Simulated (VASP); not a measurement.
Write the native input for VASP 6.6.1 that does the following.

* Task: single point
* Functional: LDA
* Potentials or basis: VASP PAW LDA potentials, release 64 (Hf_pv)
* Cutoff: 520 eV
* k mesh: 17 × 17 × 17
* Occupations: fermi-dirac, width 0.08 eV
* Spin: no spin polarisation
* Dipole correction: no
* Further INCAR settings: ALGO = Normal; EDIFF = 1e-07; NBANDS = 11

The structure of Hf lies in POSCAR:

```
Hf
1.0
   -1.7220023909      1.7220023909      1.7220023909
    1.7220023909     -1.7220023909      1.7220023909
    1.7220023909      1.7220023909     -1.7220023909
Hf
1
Direct
    0.0000000000      0.0000000000      0.0000000000
```

This isn't the form of Hf at room conditions, which is hcp.

One way to write it, as run:

INCAR

```
SYSTEM = Hf
PREC = Accurate ; ENCUT = 520
EDIFF = 1E-7 ; ISMEAR = -1
SIGMA = 0.08 ; LREAL = .False.
LASPH = .True. ; NELM = 60
ALGO = Normal ; ISIF = 2
LWAVE = .False. ; LCHARG = .True.
LELF = .True. ; LVHAR = .True.
NBANDS = 11
```

KPOINTS

```
Automatic mesh
0
Gamma
  17 17 17
  0 0 0
```

Potentials or basis: VASP PAW LDA potentials, release 64 (Hf_pv).

The run is started by

```sh
$ cat potpaw_LDA.64/Hf_pv/POTCAR > POTCAR
$ mpirun -np 1 vasp_std > vasp.out
```

It gave:

| Quantity | Value |
| --- | --- |
| Pressure | 0.1 GPa |
| Band gap on the k mesh | zero (bands 5 and 6 overlap by 2.31 eV) |

Caveat: spin-orbit coupling is left out, which moves the levels of the heavy elements.

Run time: 33 s on 1 thread of Intel Xeon 8259CL (shared host), peak memory 0.15 GiB.
